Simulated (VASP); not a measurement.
# BaTiO3 in VASP: notebook

The runs below take BaTiO3 through relaxation of the atoms, single point, with PBE.

Program: VASP 6.6.1. These are calculated values, not measurements. Logs are shortened: lines on timing, memory, paths and dates and some standing lists are left out, and cuts for length are marked.

## Step 1: The cell of the first run

It takes space group Pm-3m (No. 221, cubic). The conventional cell has a = 4.006 Å, b = 4.006 Å, c = 4.006 Å, α = 90.00°, β = 90.00°, γ = 90.00°. Within 3.7 Å of Ba (site symmetry m-3m) lie 12 O at 2.83 Å and 8 Ti at 3.47 Å. Within 2.7 Å of Ti (site symmetry m-3m) lie 6 O at 2.00 Å. Within 2.7 Å of O (site symmetry 4/mmm) lie 2 Ti at 2.00 Å.

## Step 2: Relaxation of the atoms, PBE

INCAR

```
SYSTEM = BaTiO3
PREC = Accurate
ENCUT = 520
EDIFF = 1E-6
ISMEAR = -1
SIGMA = 0.02
LREAL = .False.
LASPH = .True.
NELM = 100
ALGO = Normal
ISIF = 2
LWAVE = .False.
LCHARG = .False.
GGA = PE
IBRION = 2
NSW = 80
EDIFFG = -0.02
```

KPOINTS

```
regular mesh
0
Gamma
  8 8 8
  0 0 0
```

POSCAR

```
BaTiO3
1.0
    4.0060000000      0.0000000000      0.0000000000
    0.0000000000      4.0060000000      0.0000000000
    0.0000000000      0.0000000000      4.0060000000
Ba Ti O
1 1 3
Direct
    0.5000000000      0.5000000000      0.5000000000
    0.0000000000      0.0000000000      0.0000000000
    0.5000000000      0.0000000000      0.0000000000
    0.0000000000      0.5000000000      0.0000000000
    0.0000000000      0.0000000000      0.5000000000
```

Potentials or basis: VASP PAW PBE potentials, release 64 (Ba_sv, Ti_sv, O).

Command:

```
$ cat potpaw_PBE.64/Ba_sv/POTCAR potpaw_PBE.64/Ti_sv/POTCAR potpaw_PBE.64/O/POTCAR > POTCAR
$ mpirun -np 1 vasp_std > vasp.out
```

OUTCAR:

```text
SYSTEM = BaTiO3
   PREC = Accurate
   ENCUT = 520
   EDIFF = 1E-6
   ISMEAR = -1
   LREAL = .False.
   LASPH = .True.
   NELM = 100
   ISIF = 2
   GGA = PE
   IBRION = 2
   NSW = 80
   EDIFFG = -0.02

 ion  position               nearest neighbor table
   1  0.500  0.500  0.500-   3 2.83   4 2.83   5 2.83   3 2.83   4 2.83   3 2.83   5 2.83   3 2.83
                             4 2.83   5 2.83   4 2.83   5 2.83   2 3.47   2 3.47   2 3.47   2 3.47
   2  0.000  0.000  0.000-   3 2.00   4 2.00   5 2.00   5 2.00   4 2.00   3 2.00   1 3.47   1 3.47
                             1 3.47   1 3.47   1 3.47   1 3.47   1 3.47   1 3.47
   3  0.500  0.000  0.000-   2 2.00   2 2.00   1 2.83   1 2.83   1 2.83   1 2.83
   4  0.000  0.500  0.000-   2 2.00   2 2.00   1 2.83   1 2.83   1 2.83   1 2.83
   5  0.000  0.000  0.500-   2 2.00   2 2.00   1 2.83   1 2.83   1 2.83   1 2.83

  LATTYP: Found a simple cubic cell.
 ALAT       =     4.0060000000

  Lattice vectors:

 A1 = (   4.0060000000,   0.0000000000,   0.0000000000)
 A2 = (   0.0000000000,   4.0060000000,   0.0000000000)
 A3 = (   0.0000000000,   0.0000000000,   4.0060000000)

Analysis of symmetry for initial positions (statically):
=====================================================================
 Subroutine PRICEL returns:
 Original cell was already a primitive cell.

 Routine SETGRP: Setting up the symmetry group for a
 simple cubic supercell.

 Subroutine GETGRP returns: Found 48 space group operations
 (whereof 48 operations were pure point group operations)
 out of a pool of 48 trial point group operations.

The static configuration has the point symmetry O_h .

Analysis of symmetry for dynamics (positions and initial velocities):
=====================================================================
 Subroutine PRICEL returns:
 Original cell was already a primitive cell.

 Routine SETGRP: Setting up the symmetry group for a
 simple cubic supercell.

 Subroutine GETGRP returns: Found 48 space group operations
 (whereof 48 operations were pure point group operations)
 out of a pool of 48 trial point group operations.

The dynamic configuration has the point symmetry O_h .

 Subroutine INISYM returns: Found 48 space group operations
 (whereof 48 operations are pure point group operations),
 and found     1 'primitive' translations

----------------------------------------------------------------------------------------

                                     Primitive cell

  volume of cell :      64.2884

  direct lattice vectors                    reciprocal lattice vectors
     4.006000000  0.000000000  0.000000000     0.249625562  0.000000000  0.000000000
     0.000000000  4.006000000  0.000000000     0.000000000  0.249625562  0.000000000
     0.000000000  0.000000000  4.006000000     0.000000000  0.000000000  0.249625562

  length of vectors
     4.006000000  4.006000000  4.006000000     0.249625562  0.249625562  0.249625562

  position of ions in fractional coordinates (direct lattice)
     0.500000000  0.500000000  0.500000000
     0.000000000  0.000000000  0.000000000
     0.500000000  0.000000000  0.000000000
     0.000000000  0.500000000  0.000000000
     0.000000000  0.000000000  0.500000000

  ion indices of the primitive-cell ions
   primitive index   ion index
                 1           1
                 2           2
                 3           3
                 4           4
                 5           5

----------------------------------------------------------------------------------------

 KPOINTS: regular mesh

Automatic generation of k-mesh.
 Grid dimensions read from file:
 generate k-points for:    8    8    8

 Generating k-lattice:

  Cartesian coordinates                     Fractional coordinates (reciprocal lattice)
     0.031203195  0.000000000  0.000000000     0.125000000  0.000000000  0.000000000
     0.000000000  0.031203195  0.000000000     0.000000000  0.125000000  0.000000000
     0.000000000  0.000000000  0.031203195     0.000000000  0.000000000  0.125000000

  Length of vectors
     0.031203195  0.031203195  0.031203195

  Shift w.r.t. Gamma in fractional coordinates (k-lattice)
     0.000000000  0.000000000  0.000000000

 Subroutine IBZKPT returns following result:
 ===========================================

 Found     35 irreducible k-points:

 Following reciprocal coordinates:
            Coordinates               Weight
  0.000000  0.000000  0.000000      1.000000
  0.125000  0.000000  0.000000      6.000000
  0.250000  0.000000  0.000000      6.000000
  0.375000  0.000000  0.000000      6.000000
  0.500000  0.000000  0.000000      3.000000
  0.125000  0.125000  0.000000     12.000000
[... 16 lines left out ...]
  0.375000  0.375000  0.125000     24.000000
  0.500000  0.375000  0.125000     24.000000
 [... further k-points ...]
   k-points           NKPTS =     35   k-points in BZ     NKDIM =     35   number of bands    NBANDS=     24
   number of dos      NEDOS =    301   number of ions     NIONS =      5
   total plane-waves  NPLWV =  27000
   dimension x,y,z NGX =    30 NGY =   30 NGZ =   30
   dimension x,y,z NGXF=    60 NGYF=   60 NGZF=   60
   ions per type =               1   1   3
   NGX,Y,Z   is equivalent  to a cutoff of  12.45, 12.45, 12.45 a.u.
   NGXF,Y,Z  is equivalent  to a cutoff of  24.90, 24.90, 24.90 a.u.
 SYSTEM =  BaTiO3
   PREC   = accura    normal or accurate (medium, high low for compatibility)
   ISTART =      0    job   : 0-new  1-cont  2-samecut
   ICHARG =      2    charge: 1-file 2-atom 10-const
   ISPIN  =      1    spin polarized calculation?
   LNONCOLLINEAR =      F non collinear calculations
   LSORBIT =      F    spin-orbit coupling
   LASPH  =      T    aspherical Exc in radial PAW
   ENCUT  =  520.0 eV  38.22 Ry    6.18 a.u.   7.45  7.45  7.45*2*pi/ulx,y,z
   NELM   =    100;   NELMIN=  2; NELMDL= -5     # of ELM steps
   EDIFF  = 0.1E-05   stopping-criterion for ELM
   LREAL  =      F    real-space projection
   EDIFFG = -.2E-01   stopping-criterion for IOM
   NSW    =     80    number of steps for IOM
   IBRION =      2    ionic relax: 0-MD 1-quasi-New 2-CG
   NFREE  =      1    steps in history (QN), initial steepest desc. (CG)
   ISIF   =      2    stress and relaxation
   ISYM   =      2    0-nonsym 1-usesym 2-fastsym
   POTIM  = 0.5000    time-step for ionic-motion
   TEBEG  =    0.0;   TEEND  =   0.0 temperature during run
   PSTRESS=    0.0 pullay stress
   NELECT =      40.0000    total number of electrons
   NUPDOWN=      -1.0000    fix difference up-down
   EMIN   =  10.00;   EMAX   =-10.00  energy-range for DOS
   EFERMI =   0.00;   METHOD = LEGACY
   ISMEAR =    -1;   SIGMA  =   0.02  broadening in eV -4-tet -1-fermi 0-gaus
   EFERMI_NEDOS =   21; number of points for ismear=-14 and -15
   IALGO  =     38    algorithm
   IMIX   =      4    mixing-type and parameters
     AMIX     =   0.40;   BMIX     =  1.00
     AMIX_MAG =   1.60;   BMIX_MAG =  1.00
  volume/ion in A,a.u.               =      12.86        86.77
  Fermi-wavevector in a.u.,A,eV,Ry     =   1.397603  2.641087 26.576187  1.953295
  Thomas-Fermi vector in A             =   2.520843
   LORBIT       =      0    0 simple, 1 ext, 2 COOP (PROOUT), +10 PAW based schemes
   GGA     = PE    functional components
   LHFCALC =     F    Hartree Fock is set to
   AEXX    =    0.0000 exact exchange contribution
   IVDW    =     0    specifies the selected vdW correction
   LEPSILON=     F    determine dielectric tensor
   LRPA    =     F    only Hartree local field effects (RPA)
 conjugate gradient relaxation of ions
 non-spin polarized calculation
  energy-cutoff  :      520.00
  volume of cell :       64.29
 maximum number of plane-waves:      1751
 NGX is ok and might be reduce to    30
   NGX = 15   NGY = 15   NGZ = 15

 number of electron      39.9999976 magnetization

 Free energy of the ion-electron system (eV)
  ---------------------------------------------------
  ext. energy  EPLUGINS =         0.00000000
  ---------------------------------------------------
  free energy    TOTEN  =       -39.97081920 eV

  energy without entropy =      -39.97081920  energy(sigma->0) =      -39.97081920

 E-fermi :   4.4098     XC(G=0): -11.2464

 val. band max:        3.8137583815   @ k =   0.5000   0.5000   0.5000
 cond. band min:       5.5537622464   @ k =   0.0000   0.0000   0.0000
 fundamental gap:      1.7400038649
 Fermi energy:         4.4097725103

 k-point     1 :       0.0000    0.0000    0.0000
  band No.  band energies     occupation
      1     -52.8347      2.00000
      2     -29.0443      2.00000
      3     -29.0443      2.00000
      4     -29.0443      2.00000
      5     -21.0059      2.00000
      6     -13.0735      2.00000
[... 16 lines left out ...]
     23       5.5538      0.00000
     24       7.6986      0.00000

 k-point     2 :       0.1250    0.0000    0.0000
  band No.  band energies     occupation
      1     -52.8346      2.00000
      2     -29.0519      2.00000
      3     -29.0440      2.00000
      4     -29.0440      2.00000
      5     -20.9890      2.00000
      6     -13.0809      2.00000
[... 16 lines left out ...]
     23       5.8721      0.00000
     24       7.6999      0.00000

 k-point     3 :       0.2500    0.0000    0.0000
  band No.  band energies     occupation
      1     -52.8342      2.00000
      2     -29.0702      2.00000
      3     -29.0433      2.00000
      4     -29.0433      2.00000
      5     -20.9477      2.00000
      6     -13.1440      2.00000
[... 16 lines left out ...]
     23       6.5122      0.00000
     24       7.7024      0.00000
[... 514 lines left out ...]
 k-point    23 :       0.3750    0.3750    0.1250
  band No.  band energies     occupation
      1     -52.8329      2.00000
      2     -29.0855      2.00000
      3     -29.0851      2.00000
      4     -29.0483      2.00000
      5     -20.8255      2.00000
      6     -12.8041      2.00000
[... 16 lines left out ...]
     23       7.5031      0.00000
     24       8.9699      0.00000

 k-point    24 :       0.5000    0.3750    0.1250
  band No.  band energies     occupation
      1     -52.8327      2.00000
      2     -29.0926      2.00000
      3     -29.0849      2.00000
      4     -29.0480      2.00000
      5     -20.8136      2.00000
      6     -12.7485      2.00000
[... 16 lines left out ...]
     23       7.6335      0.00000
     24       8.9938      0.00000

 [... further k-points ...]
[... 5 lines left out ...]
  --------------------------------------------------------------------------------------
  -------------------------------------------------------------------------------------
  Total        1.3724990      1.3724990      1.3724990      0.0000000      0.0000000      0.0000000
  in kB       34.2050159     34.2050159     34.2050159      0.0000000      0.0000000      0.0000000
  external PRESSURE =      34.2050159 kB  Pullay stress =       0.0000000 kB

 VOLUME and BASIS-vectors are now :
 -----------------------------------------------------------------------------
  energy-cutoff  :      520.00
  volume of cell :       64.29
      direct lattice vectors                 reciprocal lattice vectors
     4.006000000  0.000000000  0.000000000     0.249625562  0.000000000  0.000000000
     0.000000000  4.006000000  0.000000000     0.000000000  0.249625562  0.000000000
     0.000000000  0.000000000  4.006000000     0.000000000  0.000000000  0.249625562

 POSITION                                       TOTAL-FORCE (eV/Angst)
 -----------------------------------------------------------------------------------
      2.00300      2.00300      2.00300         0.000000      0.000000      0.000000
      0.00000      0.00000      0.00000         0.000000      0.000000      0.000000
      2.00300      0.00000      0.00000         0.000000      0.000000      0.000000
      0.00000      2.00300      0.00000         0.000000      0.000000      0.000000
      0.00000      0.00000      2.00300         0.000000      0.000000      0.000000
 -----------------------------------------------------------------------------------
    total drift:                               -0.000000     -0.000000      0.000000

  FREE ENERGIE OF THE ION-ELECTRON SYSTEM (eV)
  ---------------------------------------------------
  free  energy   TOTEN  =       -39.9708192026 eV

  energy  without entropy=      -39.9708192026  energy(sigma->0) =      -39.97081920

 reached required accuracy - stopping structural energy minimisation
```

Wall time 65 s (1 thread of AMD EPYC 7R43 (Zen 3), shared host); peak memory 0.17 GiB.

Results:

```yaml
Free_energy: -39.9708 eV
Pressure_after_relaxing: 3.4 GPa
Band_gap_on_the_k_mesh: 1.74 eV, indirect (least direct gap 1.89 eV)
```

Final structure:
```
Ba Ti O
1.0
     4.00600    0.00000    0.00000
     0.00000    4.00600    0.00000
     0.00000    0.00000    4.00600
Ba Ti O
1 1 3
Direct
  0.50000 0.50000 0.50000
  0.00000 0.00000 0.00000
  0.50000 0.00000 0.00000
  0.00000 0.50000 0.00000
  0.00000 0.00000 0.50000
```

Levels at points of the mesh, in eV from the valence-band top:
| k point | band 17 | band 18 | band 19 | band 20 | band 21 | band 22 | band 23 | band 24 |
| --- | --- | --- | --- | --- | --- | --- | --- | --- |
| (0.00, 0.00, 0.00) | -1.09 | -0.15 | -0.15 | -0.15 | 1.74 | 1.74 | 1.74 | 3.88 |
| (0.50, 0.00, 0.00) | -1.83 | -1.83 | -0.71 | -0.71 | 1.90 | 3.47 | 3.47 | 3.89 |
| (0.50, 0.50, 0.00) | -1.72 | -0.87 | -0.87 | -0.09 | 3.48 | 3.48 | 3.89 | 4.73 |
| (0.50, 0.50, 0.50) | -2.41 | 0.00 | 0.00 | 0.00 | 4.14 | 4.14 | 4.14 | 6.71 |

Caveat: the relaxation stopped at its first step, so nothing moved; spin-orbit coupling is left out, which moves the levels of the heavy elements. Expect the measured gap to be larger: semilocal functionals such as PBE lack the derivative discontinuity.

## Step 3: Relaxation of the atoms, PBE (z stretched by -2 %)

INCAR

```
SYSTEM = BaTiO3
PREC     = Accurate       ! precision mode
ENCUT    = 520            ! plane-wave cutoff, eV
EDIFF    = 1E-7           ! SCF threshold, eV
ISMEAR   = -1             ! smearing method
SIGMA    = 0.02           ! smearing width, eV
LREAL    = .FALSE.        ! projectors in reciprocal space
LASPH    = .TRUE.         ! aspherical terms in the spheres
NELM     = 100            ! most SCF steps
ALGO     = Normal         ! electronic algorithm
ISIF     = 2              ! what is computed and relaxed
LWAVE    = .FALSE.        ! write WAVECAR
LCHARG   = .FALSE.        ! write CHGCAR
GGA      = PE             ! functional
IBRION   = 2              ! ionic algorithm
NSW      = 80             ! ionic steps
EDIFFG   = -0.02          ! ionic threshold
```

KPOINTS

```
Automatic mesh
0
G
  8 8 8
  0 0 0
```

Changes to POSCAR since step 2:

```diff
@@ -4,3 +4,3 @@
     0.0000000000      4.0060000000      0.0000000000
-    0.0000000000      0.0000000000      4.0060000000
+    0.0000000000      0.0000000000      3.9258800000
 Ba Ti O
```

Potentials or basis: VASP PAW PBE potentials, release 64 (Ba_sv, Ti_sv, O).

Command:

```
$ cat potpaw_PBE.64/Ba_sv/POTCAR potpaw_PBE.64/Ti_sv/POTCAR potpaw_PBE.64/O/POTCAR > POTCAR
$ mpirun -np 1 vasp_std > vasp.out
```

Wall time 3.7 min (1 thread of Intel Xeon 8259CL, shared host); peak memory 0.26 GiB.

It converged, with:

| Quantity | Value |
| --- | --- |
| Free energy | -39.9156 eV |
| Pressure after relaxing | 7.3 GPa |
| Band gap on the k mesh | 1.74 eV, indirect (least direct gap 1.87 eV) |

Stress tensor (GPa, compression positive):
```
 5.79  0.00  0.00
 0.00  5.79  0.00
 0.00  0.00 10.22
```

Final structure:
```
Ba Ti O
1.0
     4.00600    0.00000    0.00000
     0.00000    4.00600    0.00000
     0.00000    0.00000    3.92588
Ba Ti O
1 1 3
Direct
  0.50000 0.50000 0.50000
  0.00000 0.00000 0.00000
  0.50000 0.00000 0.00000
  0.00000 0.50000 0.00000
  0.00000 0.00000 0.50000
```

Levels at points of the mesh, in eV from the valence-band top:
```tsv
k point	band 18	band 19	band 20	band 21	band 22	band 23
(0.00, 0.00, 0.00)	-0.16	-0.16	-0.13	1.74	1.78	1.78
(0.50, 0.00, 0.00)	-1.79	-0.73	-0.71	1.93	3.50	3.50
(0.50, 0.50, 0.00)	-1.00	-1.00	-0.15	3.51	3.51	3.91
(0.00, 0.00, 0.50)	-1.95	-0.75	-0.75	1.92	3.68	3.68
(0.50, 0.00, 0.50)	-0.83	-0.82	-0.10	3.51	3.68	4.03
(0.50, 0.50, 0.50)	-0.05	0.00	0.00	4.19	4.29	4.29
```

Caveat: the cell differs from its parent crystal (z stretched by -2 %); the relaxation stopped at its first step, so nothing moved; spin-orbit coupling is left out, which moves the levels of the heavy elements. A k mesh can miss the band edges.

(Continued in part 2 of 2.)
